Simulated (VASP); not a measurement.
Set up this calculation in VASP 6.6.1, as the native input.

```
Task                   : electric field gradients
Functional             : PBEsol
Potentials or basis    : VASP PAW PBE potentials, release 64 (Ta_pv, N)
Cutoff                 : 520 eV
k mesh                 : 6 × 6 × 9
Occupations            : fermi-dirac, width 0.01 eV
Spin                   : no spin polarisation
Dipole correction      : no
Further INCAR settings : ALGO = Normal; EDIFF = 1e-08; NBANDS = 33
```

The structure of TaN lies in POSCAR:

```
TaN
1.0
    5.1440408582      0.0000000000      0.0000000000
   -2.5720204291      4.4548700613      0.0000000000
    0.0000000000      0.0000000000      2.9110000000
Ta N
3 3
Direct
    0.3333333333      0.6666666667      0.5000000000
    0.6666666667      0.3333333333      0.5000000000
    0.0000000000      0.0000000000      0.0000000000
    0.3928500000      0.0000000000      0.0000000000
    0.6071500000      0.6071500000      0.0000000000
    0.0000000000      0.3928500000      0.0000000000
```

This cell differs from its parent crystal: equal xx and yy strain of -1 %.

The input as run:

INCAR

```
SYSTEM = TaN
PREC     = Accurate       ! precision mode
ENCUT    = 520            ! plane-wave cutoff, eV
EDIFF    = 1E-8           ! SCF threshold, eV
ISMEAR   = -1             ! smearing method
SIGMA    = 0.01           ! smearing width, eV
LREAL    = .False.        ! projectors in reciprocal space
LASPH    = .True.         ! aspherical terms in the spheres
NELM     = 60             ! most SCF steps
ALGO     = Normal         ! electronic algorithm
ISIF     = 2              ! what is computed and relaxed
LWAVE    = .False.        ! write WAVECAR
LCHARG   = .False.        ! write CHGCAR
GGA      = PS             ! functional
LEFG     = .True.       
NBANDS   = 33             ! bands
```

KPOINTS

```
Automatic mesh
0
Gamma
  6 6 9
  0 0 0
```

Potentials or basis: VASP PAW PBE potentials, release 64 (Ta_pv, N).

Launch:

```bash
$ cat potpaw_PBE.64/Ta_pv/POTCAR potpaw_PBE.64/N/POTCAR > POTCAR
$ mpirun -np 1 vasp_std > vasp.out
```

Results of the run:

```
Pressure                                : 3.7 GPa
Largest force                           : 0.193 eV/Å
Band gap on the k mesh                  : zero (bands 24 and 25 overlap by 2.96 eV)
Largest electric field gradient by atom : Ta -199.6, +202.8 (each value once); N -14.9 V/Å²
```

Caveat: the cell differs from its parent crystal (equal xx and yy strain of -1 %); the stress differs along the axes, from -0 to 6 GPa; without QUAD_EFG the Cq values of the log hold for a quadrupole moment of 1 mb, not for the nuclei; the PAW data sets were made with another functional, which shifts forces and pressure a little; spin-orbit coupling is left out, which moves the levels of the heavy elements.

It took 64 s on 1 thread of Intel(R) Xeon(R) Platinum 8488C (Sapphire Rapids), with other jobs on the host, peak memory 0.21 GiB.
